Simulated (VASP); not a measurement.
# Hf (P6/mmm) in VASP: single point with PBEsol

Aim: the single point of Hf with PBEsol.

All numbers are computed with VASP 6.6.1; they aren't measurements. Logs are shortened: lines on timing, memory, paths and dates and some standing lists are left out, and cuts for length are marked.

## Step 1: The cell of the first run

Symmetry: P6/mmm, No. 191, hexagonal system. Conventional cell: a = 4.919 Å, b = 4.919 Å, c = 3.061 Å, α = 90.00°, β = 90.00°, γ = 120.00°. Hf (site symmetry 6/mmm) has 14 Hf at 3.06 to 3.23 Å within 4.0 Å. Within 3.7 Å of Hf (site symmetry -6m2) lie 11 Hf at 2.84 to 3.23 Å.

This isn't the form of Hf at room conditions, which is hcp.

## Step 2: Single point, PBEsol

The input, INCAR:

```
PREC = Accurate
ENCUT = 520
EDIFF = 1E-6
ISMEAR = 0
SIGMA = 0.1
LREAL = False
LASPH = True
NELM = 60
ALGO = Fast
ISIF = 2
LWAVE = False
LCHARG = False
GGA = PS
NBANDS = 22
```

The input, KPOINTS:

```
regular mesh
0
Gamma
  12 12 14
```

The input, POSCAR:

```
Hf
1.0
    4.9190737471      0.0000000000      0.0000000000
   -2.4595368735      4.2600428280      0.0000000000
    0.0000000000      0.0000000000      3.0612291225
Hf
3
Direct
    0.0000000000      0.0000000000      0.0000000000
    0.3333333333      0.6666666667      0.5000000000
    0.6666666667      0.3333333333      0.5000000000
```

Potentials or basis: VASP PAW PBE potentials, release 64 (Hf_pv).

Launch:

```sh
> cat potpaw_PBE.64/Hf_pv/POTCAR > POTCAR
> mpirun -np 1 vasp_std > vasp.out
```

OUTCAR:

```text
PREC = Accurate
   ENCUT = 520
   EDIFF = 1E-6
   ISMEAR = 0
   LREAL = False
   LASPH = True
   NELM = 60
   ISIF = 2
   GGA = PS

 ion  position               nearest neighbor table
   1  0.000  0.000  0.000-   2 3.23   3 3.23   2 3.23   3 3.23   2 3.23   2 3.23   3 3.23   3 3.23
                             3 3.23   3 3.23   2 3.23   2 3.23
   2  0.333  0.667  0.500-   3 2.84   3 2.84   3 2.84   1 3.23   1 3.23   1 3.23   1 3.23   1 3.23
                             1 3.23
   3  0.667  0.333  0.500-   2 2.84   2 2.84   2 2.84   1 3.23   1 3.23   1 3.23   1 3.23   1 3.23
                             1 3.23

  LATTYP: Found a hexagonal cell.
 ALAT       =     4.9190737471
 C/A-ratio  =     0.6223182005

  Lattice vectors:

 A1 = (   4.9190737471,   0.0000000000,   0.0000000000)
 A2 = (  -2.4595368735,   4.2600428280,   0.0000000000)
 A3 = (   0.0000000000,   0.0000000000,   3.0612291225)

Analysis of symmetry for initial positions (statically):
=====================================================================
 Subroutine PRICEL returns:
 Original cell was already a primitive cell.

 Routine SETGRP: Setting up the symmetry group for a
 hexagonal supercell.

 Subroutine GETGRP returns: Found 24 space group operations
 (whereof 24 operations were pure point group operations)
 out of a pool of 24 trial point group operations.

The static configuration has the point symmetry D_6h.

Analysis of symmetry for dynamics (positions and initial velocities):
=====================================================================
 Subroutine PRICEL returns:
 Original cell was already a primitive cell.

 Routine SETGRP: Setting up the symmetry group for a
 hexagonal supercell.

 Subroutine GETGRP returns: Found 24 space group operations
 (whereof 24 operations were pure point group operations)
 out of a pool of 24 trial point group operations.

The dynamic configuration has the point symmetry D_6h.

 Subroutine INISYM returns: Found 24 space group operations
 (whereof 24 operations are pure point group operations),
 and found     1 'primitive' translations

----------------------------------------------------------------------------------------

                                     Primitive cell

  volume of cell :      64.1495

  direct lattice vectors                    reciprocal lattice vectors
     4.919073747  0.000000000  0.000000000     0.203290305  0.117369712  0.000000000
    -2.459536873  4.260042828  0.000000000     0.000000000  0.234739424  0.000000000
     0.000000000  0.000000000  3.061229122     0.000000000  0.000000000  0.326666172

  length of vectors
[... 79 lines left out ...]
   LNONCOLLINEAR =      F non collinear calculations
   LSORBIT =      F    spin-orbit coupling
   LASPH  =      T    aspherical Exc in radial PAW
   ENCUT  =  520.0 eV  38.22 Ry    6.18 a.u.   9.15  9.15  5.69*2*pi/ulx,y,z
   NELM   =     60;   NELMIN=  2; NELMDL= -5     # of ELM steps
   EDIFF  = 0.1E-05   stopping-criterion for ELM
   LREAL  =      F    real-space projection
[... 7 lines left out ...]
   TEBEG  =    0.0;   TEEND  =   0.0 temperature during run
   PSTRESS=    0.0 pullay stress
   NELECT =      30.0000    total number of electrons
   NUPDOWN=      -1.0000    fix difference up-down
   EMIN   =  10.00;   EMAX   =-10.00  energy-range for DOS
   EFERMI =   0.00;   METHOD = LEGACY
   ISMEAR =     0;   SIGMA  =   0.10  broadening in eV -4-tet -1-fermi 0-gaus
   EFERMI_NEDOS =   21; number of points for ismear=-14 and -15
   IALGO  =     68    algorithm
   IMIX   =      4    mixing-type and parameters
     AMIX     =   0.40;   BMIX     =  1.00
     AMIX_MAG =   1.60;   BMIX_MAG =  1.00
  volume/ion in A,a.u.               =      21.38       144.30
  Fermi-wavevector in a.u.,A,eV,Ry     =   1.270723  2.401318 21.969828  1.614737
  Thomas-Fermi vector in A             =   2.403695
   LORBIT       =      0    0 simple, 1 ext, 2 COOP (PROOUT), +10 PAW based schemes
   GGA     = PS    functional components
   LHFCALC =     F    Hartree Fock is set to
   AEXX    =    0.0000 exact exchange contribution
   IVDW    =     0    specifies the selected vdW correction
   LEPSILON=     F    determine dielectric tensor
   LRPA    =     F    only Hartree local field effects (RPA)
 non-spin polarized calculation
 RMM-DIIS sequential band-by-band and
 Gauss-broadening in eV      SIGMA  =   0.10
  energy-cutoff  :      520.00
  volume of cell :       64.15
 maximum number of plane-waves:      1752
 NGX is ok and might be reduce to    40
   NGX = 19   NGY = 19   NGZ = 11

 number of electron      30.0000003 magnetization

 Free energy of the ion-electron system (eV)
  ---------------------------------------------------
  ext. energy  EPLUGINS =         0.00000000
  ---------------------------------------------------
  free energy    TOTEN  =       -31.41295868 eV

  energy without entropy =      -31.40053120  energy(sigma->0) =      -31.40674494

 E-fermi :   4.8727     XC(G=0): -11.5983

 val. band max:        4.8623860750   @ k =   0.3333   0.3333   0.2857
 cond. band min:       4.8773372451   @ k =   0.3333   0.3333   0.2143
 fundamental gap:      0.0149511701
 Fermi energy:         4.8727359836

 k-point     1 :       0.0000    0.0000    0.0000
  band No.  band energies     occupation
      1     -25.7277      2.00000
      2     -25.7277      2.00000
      3     -25.6915      2.00000
      4     -25.6915      2.00000
      5     -25.2825      2.00000
      6     -25.0160      2.00000
[... 589 lines left out ...]
     21       8.2308      0.00000
     22       9.1359      0.00000

 [... further k-points ...]

------------------------ aborting loop because EDIFF is reached ----------------------------------------

  FORCE on cell =-STRESS in cart. coord.  units (eV):
  Direction    XX          YY          ZZ          XY          YZ          ZX
  --------------------------------------------------------------------------------------
  -------------------------------------------------------------------------------------
  Total       -0.1183639     -0.1183639     -0.0682368     -0.0000000      0.0000000     -0.0000000
  in kB       -2.9562192     -2.9562192     -1.7042604     -0.0000000      0.0000000     -0.0000000
  external PRESSURE =      -2.5388996 kB  Pullay stress =       0.0000000 kB

 VOLUME and BASIS-vectors are now :
 -----------------------------------------------------------------------------
  energy-cutoff  :      520.00
  volume of cell :       64.15
      direct lattice vectors                 reciprocal lattice vectors
     4.919073747  0.000000000  0.000000000     0.203290305  0.117369712  0.000000000
    -2.459536873  4.260042828  0.000000000     0.000000000  0.234739424  0.000000000
     0.000000000  0.000000000  3.061229122     0.000000000  0.000000000  0.326666172

 POSITION                                       TOTAL-FORCE (eV/Angst)
 -----------------------------------------------------------------------------------
      0.00000      0.00000      0.00000        -0.000000      0.000000     -0.000000
     -0.00000      2.84003      1.53061        -0.000000      0.000000     -0.000000
      2.45954      1.42001      1.53061         0.000000     -0.000000      0.000000
 -----------------------------------------------------------------------------------
    total drift:                                0.000000     -0.000000      0.000000

  FREE ENERGIE OF THE ION-ELECTRON SYSTEM (eV)
  ---------------------------------------------------
  free  energy   TOTEN  =       -31.4129586843 eV

  energy  without entropy=      -31.4005311952  energy(sigma->0) =      -31.40674494
```

It took 4.8 min on 1 thread of Intel Xeon Platinum 8259CL at 2.50GHz (Skylake/Cascade Lake), shared host; peak memory 0.31 GiB.

Results:

| Item | Value |
| --- | --- |
| Free energy | -31.4130 eV |
| Pressure | -0.3 GPa |
| Band gap on the k mesh | zero (bands 15 and 16 overlap by 0.98 eV) |

Caveat: the PAW data sets were made with another functional, which shifts forces and pressure a little; spin-orbit coupling is left out, which moves the levels of the heavy elements.
